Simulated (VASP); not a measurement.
The system is BN.

```
N B
1.0
     2.49824    0.00000    0.00000
    -1.24912    2.16354    0.00000
     0.00000    0.00000    6.63570
N B
2 2
Direct
  0.66667 0.33333 0.25000
  0.33333 0.66667 0.75000
  0.66667 0.33333 0.75000
  0.33333 0.66667 0.25000
```

- Program: VASP 6.6.1
- Task: relaxation of cell and atoms
- Functional: PBE-based screened hybrid with 25 % exact exchange
- Potentials or basis: VASP PAW PBE potentials, release 64 (N, B)
- Cutoff: 600 eV
- k mesh: 6 × 6 × 2
- Occupations: fermi-dirac, width 0.05 eV
- Spin: no spin polarisation

At the start: pressure 0.3 GPa; volume 8.97 Å³/atom.

Where does the relaxation end?

Over 16 steps the energy falls by 7.2 meV/atom and the volume is 10.19 Å³/atom (+13.6 %); space group P6_3/mmc (No. 194, to 0.1 Å) before and after.

The path:
| step | energy change (eV) | largest force (eV/Å) | pressure (GPa) | volume (Å³) |
| --- | --- | --- | --- | --- |
| 1 | 0.0000 | 0.0000 | 0.33 | 35.87 |
| 2 | -0.0030 | 0.0000 | 1.66 | 35.96 |
| 3 | -0.0038 | 0.0000 | 3.40 | 36.08 |
| 4 | -0.0044 | 0.0000 | 3.38 | 36.13 |
| 5 | -0.0062 | 0.0000 | 3.32 | 36.28 |
| 6 | -0.0094 | 0.0000 | 3.21 | 36.58 |
| 7 | -0.0148 | 0.0000 | 3.01 | 37.19 |
| 8 | -0.0220 | 0.0000 | 2.68 | 38.39 |
| 9 | -0.0258 | 0.0000 | 2.11 | 40.80 |
| 10 | -0.0264 | 0.0000 | -1.99 | 41.22 |
| 11 | -0.0285 | 0.0000 | -0.08 | 41.02 |
| 12 | -0.0285 | 0.0000 | -0.04 | 41.02 |
| 13 | -0.0286 | 0.0000 | -0.04 | 41.00 |
| 14 | -0.0286 | 0.0000 | -0.04 | 40.97 |
| 15 | -0.0287 | 0.0000 | -0.03 | 40.90 |
| 16 | -0.0288 | 0.0000 | -0.01 | 40.76 |

Final structure:
```cif
data_structure
_symmetry_space_group_name_H-M 'P 1'
_symmetry_Int_Tables_number 1
_cell_length_a 2.4965
_cell_length_b 2.4965
_cell_length_c 7.5513
_cell_angle_alpha 90.000
_cell_angle_beta 90.000
_cell_angle_gamma 120.000
_cell_volume 40.76
loop_
_atom_site_label
_atom_site_type_symbol
_atom_site_fract_x
_atom_site_fract_y
_atom_site_fract_z
_atom_site_occupancy
N1 N 0.66667 0.33333 0.25000 1
N2 N 0.33333 0.66667 0.75000 1
B1 B 0.66667 0.33333 0.75000 1
B2 B 0.33333 0.66667 0.25000 1
```

Caveat: the k points lie up to 0.48 Å⁻¹ apart in the final cell; the PAW data sets were made with another functional, which shifts forces and pressure a little.
